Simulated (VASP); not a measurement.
# Hf3H (P4/mmm) in VASP: single point with PBE

Aim: the single point of Hf3H with PBE.

All numbers are computed with VASP 6.6.1; they aren't measurements. Logs are shortened: lines on timing, memory, paths and dates and some standing lists are left out, and cuts for length are marked.

## Step 1: The cell of the first run

The structure is tetragonal, space group P4/mmm (No. 123). Conventional cell: a = 3.039 Å, b = 3.039 Å, c = 7.572 Å, α = 90.00°, β = 90.00°, γ = 90.00°. Hf (site symmetry 4mm) has 4 H at 2.60 Å and 9 Hf at 2.94 to 3.16 Å within 3.4 Å. Within 4.0 Å of Hf (site symmetry 4/mmm) lie 12 Hf at 3.04 to 3.16 Å and 2 H at 3.79 Å. Within 3.4 Å of H (site symmetry 4/mmm) lie 8 Hf at 2.60 Å and 4 H at 3.04 Å.

## Step 2: Single point, PBE

INCAR

```
SYSTEM = Hf3H
PREC = Accurate
ENCUT = 500
EDIFF = 1E-6
ISMEAR = 0
SIGMA = 0.2
LREAL = .FALSE.
LASPH = .TRUE.
NELM = 120
ALGO = Normal
ISIF = 2
LWAVE = .FALSE.
LCHARG = .FALSE.
GGA = PE
NBANDS = 24
GGA_COMPAT = .FALSE.
```

KPOINTS

```
Automatic mesh
0
G
  6 6 3
  0 0 0
```

POSCAR

```
Hf3H
1.0
    3.0389926011      0.0000000000      0.0000000000
    0.0000000000      3.0389926011      0.0000000000
    0.0000000000      0.0000000000      7.5720173163
Hf H
3 1
Direct
    0.5000000000      0.5000000000      0.3061109043
    0.5000000000      0.5000000000      0.6938890957
    0.0000000000      0.0000000000      0.0000000000
    0.0000000000      0.0000000000      0.5000000000
```

Potentials or basis: VASP PAW PBE potentials, release 64 (Hf_pv, H).

Launch:

```sh
> cat potpaw_PBE.64/Hf_pv/POTCAR potpaw_PBE.64/H/POTCAR > POTCAR
> mpirun -np 1 vasp_std > vasp.out
```

OUTCAR:

```text
SYSTEM = Hf3H
   PREC = Accurate
   ENCUT = 500
   EDIFF = 1E-6
   ISMEAR = 0
   LREAL = .FALSE.
   LASPH = .TRUE.
   NELM = 120
   ISIF = 2
   GGA = PE

 ion  position               nearest neighbor table
   1  0.500  0.500  0.306-   2 2.94   3 3.16   3 3.16   3 3.16   3 3.16
   2  0.500  0.500  0.694-   1 2.94   3 3.16   3 3.16   3 3.16   3 3.16
   3  0.000  0.000  0.000-   1 3.16   2 3.16   1 3.16   2 3.16   1 3.16   2 3.16   1 3.16   2 3.16

   4  0.000  0.000  0.500-

  LATTYP: Found a simple tetragonal cell.
 ALAT       =     3.0389926011
 C/A-ratio  =     2.4916208462

  Lattice vectors:

 A1 = (   3.0389926011,   0.0000000000,   0.0000000000)
 A2 = (   0.0000000000,   3.0389926011,   0.0000000000)
 A3 = (   0.0000000000,   0.0000000000,   7.5720173163)

Analysis of symmetry for initial positions (statically):
=====================================================================
 Subroutine PRICEL returns:
 Original cell was already a primitive cell.

 Routine SETGRP: Setting up the symmetry group for a
 simple tetragonal supercell.

 Subroutine GETGRP returns: Found 16 space group operations
 (whereof 16 operations were pure point group operations)
 out of a pool of 16 trial point group operations.

The static configuration has the point symmetry D_4h.

Analysis of symmetry for dynamics (positions and initial velocities):
=====================================================================
 Subroutine PRICEL returns:
 Original cell was already a primitive cell.

 Routine SETGRP: Setting up the symmetry group for a
 simple tetragonal supercell.

 Subroutine GETGRP returns: Found 16 space group operations
 (whereof 16 operations were pure point group operations)
 out of a pool of 16 trial point group operations.

The dynamic configuration has the point symmetry D_4h.

 Subroutine INISYM returns: Found 16 space group operations
 (whereof 16 operations are pure point group operations),
 and found     1 'primitive' translations

----------------------------------------------------------------------------------------

                                     Primitive cell

  volume of cell :      69.9312

  direct lattice vectors                    reciprocal lattice vectors
     3.038992601  0.000000000  0.000000000     0.329056412  0.000000000  0.000000000
     0.000000000  3.038992601  0.000000000     0.000000000  0.329056412  0.000000000
     0.000000000  0.000000000  7.572017316     0.000000000  0.000000000  0.132065202

  length of vectors
     3.038992601  3.038992601  7.572017316     0.329056412  0.329056412  0.132065202

  position of ions in fractional coordinates (direct lattice)
     0.500000000  0.500000000  0.306110904
     0.500000000  0.500000000  0.693889096
     0.000000000  0.000000000  0.000000000
     0.000000000  0.000000000  0.500000000

  ion indices of the primitive-cell ions
   primitive index   ion index
                 1           1
                 2           2
                 3           3
                 4           4

----------------------------------------------------------------------------------------

 KPOINTS: Automatic mesh

Automatic generation of k-mesh.
 Grid dimensions read from file:
 generate k-points for:    6    6    3

 Generating k-lattice:

  Cartesian coordinates                     Fractional coordinates (reciprocal lattice)
     0.054842735  0.000000000  0.000000000     0.166666667  0.000000000  0.000000000
     0.000000000  0.054842735  0.000000000     0.000000000  0.166666667  0.000000000
     0.000000000  0.000000000  0.044021734     0.000000000  0.000000000  0.333333333

  Length of vectors
     0.054842735  0.054842735  0.044021734

  Shift w.r.t. Gamma in fractional coordinates (k-lattice)
     0.000000000  0.000000000  0.000000000

 Subroutine IBZKPT returns following result:
 ===========================================

 Found     20 irreducible k-points:

 Following reciprocal coordinates:
            Coordinates               Weight
  0.000000  0.000000  0.000000      1.000000
  0.166667  0.000000  0.000000      4.000000
  0.333333  0.000000  0.000000      4.000000
  0.500000  0.000000  0.000000      2.000000
  0.166667  0.166667  0.000000      4.000000
  0.333333  0.166667  0.000000      8.000000
[... 12 lines left out ...]
  0.500000  0.333333  0.333333      8.000000
  0.500000  0.500000  0.333333      2.000000
   k-points           NKPTS =     20   k-points in BZ     NKDIM =     20   number of bands    NBANDS=     24
   number of dos      NEDOS =    301   number of ions     NIONS =      4
   total plane-waves  NPLWV =  32256
   dimension x,y,z NGX =    24 NGY =   24 NGZ =   56
   dimension x,y,z NGXF=    48 NGYF=   48 NGZF=  112
   ions per type =               3   1
   NGX,Y,Z   is equivalent  to a cutoff of  13.13, 13.13, 12.29 a.u.
   NGXF,Y,Z  is equivalent  to a cutoff of  26.26, 26.26, 24.59 a.u.
 SYSTEM =  Hf3H
   PREC   = accura    normal or accurate (medium, high low for compatibility)
   ISTART =      0    job   : 0-new  1-cont  2-samecut
   ICHARG =      2    charge: 1-file 2-atom 10-const
   ISPIN  =      1    spin polarized calculation?
   LNONCOLLINEAR =      F non collinear calculations
   LSORBIT =      F    spin-orbit coupling
   LASPH  =      T    aspherical Exc in radial PAW
   ENCUT  =  500.0 eV  36.75 Ry    6.06 a.u.   5.54  5.54 13.81*2*pi/ulx,y,z
   NELM   =    120;   NELMIN=  2; NELMDL= -5     # of ELM steps
   EDIFF  = 0.1E-05   stopping-criterion for ELM
   LREAL  =      F    real-space projection
   EDIFFG = 0.1E-04   stopping-criterion for IOM
   NSW    =      0    number of steps for IOM
   IBRION =     -1    ionic relax: 0-MD 1-quasi-New 2-CG
   NFREE  =      0    steps in history (QN), initial steepest desc. (CG)
   ISIF   =      2    stress and relaxation
   ISYM   =      2    0-nonsym 1-usesym 2-fastsym
   POTIM  = 0.5000    time-step for ionic-motion
   TEBEG  =    0.0;   TEEND  =   0.0 temperature during run
   PSTRESS=    0.0 pullay stress
   NELECT =      31.0000    total number of electrons
   NUPDOWN=      -1.0000    fix difference up-down
   EMIN   =  10.00;   EMAX   =-10.00  energy-range for DOS
   EFERMI =   0.00;   METHOD = LEGACY
   ISMEAR =     0;   SIGMA  =   0.20  broadening in eV -4-tet -1-fermi 0-gaus
   EFERMI_NEDOS =   21; number of points for ismear=-14 and -15
   IALGO  =     38    algorithm
   IMIX   =      4    mixing-type and parameters
     AMIX     =   0.40;   BMIX     =  1.00
     AMIX_MAG =   1.60;   BMIX_MAG =  1.00
  volume/ion in A,a.u.               =      17.48       117.98
  Fermi-wavevector in a.u.,A,eV,Ry     =   1.248260  2.358870 21.199964  1.558153
  Thomas-Fermi vector in A             =   2.382355
   LORBIT       =      0    0 simple, 1 ext, 2 COOP (PROOUT), +10 PAW based schemes
   GGA     = PE    functional components
   LHFCALC =     F    Hartree Fock is set to
   AEXX    =    0.0000 exact exchange contribution
   IVDW    =     0    specifies the selected vdW correction
   LEPSILON=     F    determine dielectric tensor
   LRPA    =     F    only Hartree local field effects (RPA)
 non-spin polarized calculation
 Gauss-broadening in eV      SIGMA  =   0.20
  energy-cutoff  :      500.00
  volume of cell :       69.93
 maximum number of plane-waves:      1789
 NGX is ok and might be reduce to    24
   NGX = 11   NGY = 11   NGZ = 27

 number of electron      31.0000003 magnetization

 Free energy of the ion-electron system (eV)
  ---------------------------------------------------
  ext. energy  EPLUGINS =         0.00000000
  ---------------------------------------------------
  free energy    TOTEN  =       -32.29616150 eV

  energy without entropy =      -32.21197835  energy(sigma->0) =      -32.25406992

 E-fermi :   4.8214     XC(G=0): -11.2610

 val. band max:        4.7688002136   @ k =   0.5000   0.0000   0.0000
 cond. band min:       4.8566518953   @ k =   0.3333   0.3333   0.3333
 fundamental gap:      0.0878516817
 Fermi energy:         4.8213719028

 k-point     1 :       0.0000    0.0000    0.0000
  band No.  band energies     occupation
      1     -26.0298      2.00000
      2     -25.8398      2.00000
      3     -25.4889      2.00000
      4     -25.4889      2.00000
      5     -25.4073      2.00000
      6     -25.4073      2.00000
[... 16 lines left out ...]
     23       9.8843      0.00000
     24      10.5697      0.00000

 k-point     2 :       0.1667    0.0000    0.0000
  band No.  band energies     occupation
      1     -26.0323      2.00000
      2     -25.8139      2.00000
      3     -25.6404      2.00000
      4     -25.5624      2.00000
      5     -25.4664      2.00000
      6     -25.3979      2.00000
[... 16 lines left out ...]
     23       9.1943      0.00000
     24       9.7287      0.00000

 k-point     3 :       0.3333    0.0000    0.0000
  band No.  band energies     occupation
      1     -26.0908      2.00000
      2     -25.9671      2.00000
      3     -25.9360      2.00000
      4     -25.6355      2.00000
      5     -25.5994      2.00000
      6     -25.4185      2.00000
[... 16 lines left out ...]
     23       9.3221      0.00000
     24       9.4059      0.00000

 k-point     4 :       0.5000    0.0000    0.0000
  band No.  band energies     occupation
      1     -26.1562      2.00000
      2     -26.1055      2.00000
      3     -26.0912      2.00000
      4     -25.6987      2.00000
      5     -25.5102      2.00000
      6     -25.3927      2.00000
[... 16 lines left out ...]
     23       9.4352      0.00000
     24       9.8127      0.00000

 k-point     5 :       0.1667    0.1667    0.0000
  band No.  band energies     occupation
      1     -26.0226      2.00000
      2     -25.7846      2.00000
      3     -25.6441      2.00000
      4     -25.6101      2.00000
      5     -25.5470      2.00000
      6     -25.5466      2.00000
[... 343 lines left out ...]
 k-point    18 :       0.3333    0.3333    0.3333
  band No.  band energies     occupation
      1     -25.9556      2.00000
      2     -25.9216      2.00000
      3     -25.9090      2.00000
      4     -25.8774      2.00000
      5     -25.8513      2.00000
      6     -25.6957      2.00000
[... 16 lines left out ...]
     23       8.9775      0.00000
     24       9.4134      0.00000

 k-point    19 :       0.5000    0.3333    0.3333
  band No.  band energies     occupation
      1     -26.0548      2.00000
      2     -26.0086      2.00000
      3     -25.9987      2.00000
      4     -25.8796      2.00000
      5     -25.8410      2.00000
      6     -25.7058      2.00000
[... 16 lines left out ...]
     23       9.8895      0.00000
     24      10.2599      0.00000

 k-point    20 :       0.5000    0.5000    0.3333
  band No.  band energies     occupation
      1     -26.0659      2.00000
      2     -26.0659      2.00000
      3     -25.9850      2.00000
      4     -25.9850      2.00000
      5     -25.8657      2.00000
      6     -25.7305      2.00000
[... 16 lines left out ...]
     23      10.8466      0.00000
     24      11.0431      0.00000

------------------------ aborting loop because EDIFF is reached ----------------------------------------

  FORCE on cell =-STRESS in cart. coord.  units (eV):
  Direction    XX          YY          ZZ          XY          YZ          ZX
  --------------------------------------------------------------------------------------
  -------------------------------------------------------------------------------------
  Total       -0.2208420     -0.2208420     -0.0682051      0.0000000     -0.0000000      0.0000000
  in kB       -5.0596610     -5.0596610     -1.5626322      0.0000000     -0.0000000      0.0000000
  external PRESSURE =      -3.8939847 kB  Pullay stress =       0.0000000 kB

 VOLUME and BASIS-vectors are now :
 -----------------------------------------------------------------------------
  energy-cutoff  :      500.00
  volume of cell :       69.93
      direct lattice vectors                 reciprocal lattice vectors
     3.038992601  0.000000000  0.000000000     0.329056412  0.000000000  0.000000000
     0.000000000  3.038992601  0.000000000     0.000000000  0.329056412  0.000000000
     0.000000000  0.000000000  7.572017316     0.000000000  0.000000000  0.132065202

 POSITION                                       TOTAL-FORCE (eV/Angst)
 -----------------------------------------------------------------------------------
      1.51950      1.51950      2.31788         0.000000      0.000000     -0.001665
      1.51950      1.51950      5.25414         0.000000      0.000000      0.001665
      0.00000      0.00000      0.00000        -0.000000     -0.000000      0.000000
      0.00000      0.00000      3.78601        -0.000000     -0.000000      0.000000
 -----------------------------------------------------------------------------------
    total drift:                                0.000000     -0.000000      0.000000

  FREE ENERGIE OF THE ION-ELECTRON SYSTEM (eV)
  ---------------------------------------------------
  free  energy   TOTEN  =       -32.2961614966 eV

  energy  without entropy=      -32.2119783486  energy(sigma->0) =      -32.25406992
```

Wall time 67 s (1 thread of AMD EPYC 7R13, shared host); peak memory 0.16 GiB.

Results:

```yaml
Free_energy: -32.2962 eV
Pressure: -0.4 GPa
```

Caveat: spin-orbit coupling is left out, which moves the levels of the heavy elements.
